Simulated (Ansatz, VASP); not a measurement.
**One calculation of Sb, two programs**

The input INCAR:

```
SYSTEM = Sb
ALGO = Normal ; EDIFF = 1E-8
ENCUT = 520 ; GGA = PE
ISIF = 2 ; ISMEAR = -1
LASPH = .TRUE. ; LCHARG = .FALSE.
LEFG = .TRUE. ; LREAL = .FALSE.
LWAVE = .FALSE. ; NBANDS = 8
NELM = 60 ; PREC = Accurate
SIGMA = 0.05
```

Contents of KPOINTS:

```
k-points
0
G
  13 13 13
  0 0 0
```

File POSCAR:

```
Sb
1.0
    3.1071589737      0.0000000000      0.0000000000
    0.0000000000      3.1071589737      0.0000000000
    0.0000000000      0.0000000000      3.1071589737
Sb
1
Direct
    0.0000000000      0.0000000000      0.0000000000
```

Input for Ansatz:

```yaml
crystal:
  lattice:
    - [3.1071589737, 0.0, 0.0]
    - [0.0, 3.1071589737, 0.0]
    - [0.0, 0.0, 3.1071589737]
  atoms:
    - { symbol: Sb, position: [0.0, 0.0, 0.0] }
kpoints:
  mp_grid: { grid: [13, 13, 13] }
  band_path:
    path:
      - [0.0, 0.0, 0.0]
      - [0.0, 0.5, 0.0]
      - [0.5, 0.5, 0.0]
      - [0.0, 0.0, 0.0]
      - [0.5, 0.5, 0.5]
      - [0.0, 0.5, 0.0]
      - [0.5, 0.5, 0.5]
      - [0.5, 0.5, 0.0]
    npoints: 8
scf:
  occupations: { method: fermi_dirac, width: 0.05 }
hamiltonian:
  xc: pbe
  pseudopotentials: { kind: paw }
output:
  forces: true
  stress: true
  eigenvalues: true
  efg: { contact_densities: true }
  populations: true
  bader: true
  dos: { projected: true, de: 0.2, e_range: [-14, 8] }
```

Alike in both runs: task electric field gradients; functional PBE; k mesh 13 × 13 × 13; occupations fermi-dirac, width 0.05 eV; no spin polarisation.

|  | VASP | Ansatz |
| --- | --- | --- |
| version | VASP 6.6.1 | Ansatz 0.2.0 |
| potentials or method | VASP PAW PBE potentials, release 64 (Sb) | PAW with Ansatz's default frozen-core files, scalar-relativistic |
| plane-wave cutoff (eV) | 520 | 420 |
| valence electrons in the cell | 5 | 15 |

```csv
,VASP,Ansatz,Ansatz less VASP
pressure (GPa),0.0,0.0,+0.02
```

VASP's potentials hold 5 valence electrons a cell and Ansatz's 15, so a difference there can come from the potentials and not from the codes.

Spin-orbit coupling is off throughout.
